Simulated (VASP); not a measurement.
Runs of VASP 6.6.1 on AlN. The structure is that of space group P6_3mc (No. 186), or close to it. The cells are those of the table. 

```tsv
task	cell	gap on the mesh (eV)	pressure (GPa)	largest force (eV/Å)
relaxation of the atoms	atoms relaxed from a = 3.181, b = 3.181, c = 4.944 Å, angles 90.0, 90.0, 120.0°, 4 atoms	3.76	-11.0	-
single point	a = 3.027, b = 3.027, c = 4.350 Å, angles 90.0, 90.0, 120.0°, 4 atoms	4.65	43.8	0.01
relaxation of the atoms	atoms relaxed from a = 3.027, b = 3.027, c = 4.548 Å, angles 90.0, 90.0, 120.0°, 4 atoms	4.81	32.0	-
relaxation of the atoms	atoms relaxed from a = 3.027, b = 3.027, c = 4.350 Å, angles 90.0, 90.0, 120.0°, 4 atoms	4.65	43.8	0.01
single point	a = 2.996, b = 2.996, c = 5.141 Å, angles 90.0, 90.0, 120.0°, 4 atoms	4.44	6.1	0.01
single point	a = 3.181, b = 3.181, c = 4.944 Å, angles 90.0, 90.0, 120.0°, 4 atoms	3.76	-11.0	0.01
single point	a = 3.181, b = 3.181, c = 5.537 Å, angles 90.0, 90.0, 120.0°, 4 atoms	2.84	-24.3	0.02
single point	a = 3.119, b = 3.119, c = 4.746 Å, angles 90.0, 90.0, 120.0°, 4 atoms	4.28	(c)	0.01
single point	a = 3.027, b = 3.027, c = 4.548 Å, angles 90.0, 90.0, 120.0°, 4 atoms	4.81	32.0	0.01
relaxation of the atoms	atoms relaxed from a = 3.181, b = 3.181, c = 4.746 Å, angles 90.0, 90.0, 120.0°, 4 atoms	(a)	-4.5	-
single point	a = 2.996, b = 2.996, c = 4.548 Å, angles 90.0, 90.0, 120.0°, 4 atoms	(b)	39.5	0.01
relaxation of the atoms	atoms relaxed from a = 2.996, b = 2.996, c = 5.537 Å, angles 90.0, 90.0, 120.0°, 4 atoms	3.08	-7.1	-
```

Alike in all rows: level LDA; potentials or basis VASP PAW LDA potentials, release 64 (Al, N); no spin polarisation; k mesh 9 × 9 × 6; cutoff (eV) 520; smearing gaussian 0.05 eV.

**Question.** Fill in the values left out.

**Answer.** (a) 3.82; (b) 4.82; (c) 4.2.

A k mesh can miss the band edges.
